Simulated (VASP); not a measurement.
Ge2Sb2Te5: single point with PBE

Crystal: Ge2Sb2Te5.

```xyz
9
Lattice="4.4630 0.0000 0.0000 -2.2315 3.8651 0.0000 0.0000 0.0000 17.4837" Properties=species:S:1:pos:R:3 pbc="T T T"
Ge    0.0000    0.0000    5.7953
Ge    0.0000    0.0000   11.6884
Sb    0.0000    2.5767    1.9609
Sb    2.2315    1.2884   15.5228
Te    0.0000    0.0000    0.0000
Te    0.0000    2.5767   13.8359
Te    2.2315    1.2884    3.6478
Te    0.0000    2.5767    7.1640
Te    2.2315    1.2884   10.3197
```

```
Program                : VASP 6.6.1
Task                   : single point
Functional             : PBE
Potentials or basis    : VASP PAW PBE potentials, release 64 (Ge_d, Sb, Te)
Cutoff                 : 520 eV
k mesh                 : 9 × 9 × 2
Occupations            : gaussian, width 0.03 eV
Spin                   : no spin polarisation
Dipole correction      : no
Further INCAR settings : ALGO = Normal; EDIFF = 1e-06; NBANDS = 44
```

The pressure is -2.4 GPa. The largest force is 0.170 eV/Å and the band gap on the k mesh is 0.19 eV (least direct gap 0.22 eV).

Forces in eV/Å, atoms in the order of the input:
```
Ge   0.000  0.000  0.142
Ge   0.000  0.000 -0.142
Sb   0.000  0.000  0.080
Sb   0.000  0.000 -0.080
Te   0.000  0.000  0.000
Te   0.000  0.000  0.170
Te   0.000  0.000 -0.170
Te   0.000  0.000 -0.075
Te   0.000  0.000  0.075
```

Stress tensor (GPa, compression positive):
```
-3.25  0.00  0.00
 0.00 -3.25  0.00
 0.00  0.00 -0.84
```

Levels at points of the mesh, in eV from the valence-band top:
| k point | band 30 | band 31 | band 32 | band 33 | band 34 | band 35 | band 36 | band 37 | band 38 | band 39 |
| --- | --- | --- | --- | --- | --- | --- | --- | --- | --- | --- |
| (0.00, 0.00, 0.00) | -1.29 | -1.21 | -1.21 | -1.13 | -0.25 | 0.19 | 0.19 | 0.39 | 0.94 | 1.16 |
| (0.00, 0.00, 0.50) | -1.33 | -1.24 | -1.24 | -1.13 | -0.25 | 0.22 | 0.22 | 0.39 | 0.95 | 1.10 |

Run time: 12 min on 1 thread of Intel Xeon 8259CL, with other jobs on the host, peak memory 0.63 GiB.

Caveat: spin-orbit coupling is left out, which moves the levels of the heavy elements; an odd mesh through Γ misses points on the zone boundary, where band edges can lie; this functional lacks dispersion, which binds the layers, so the pressure and a relaxed spacing across them are unreliable.
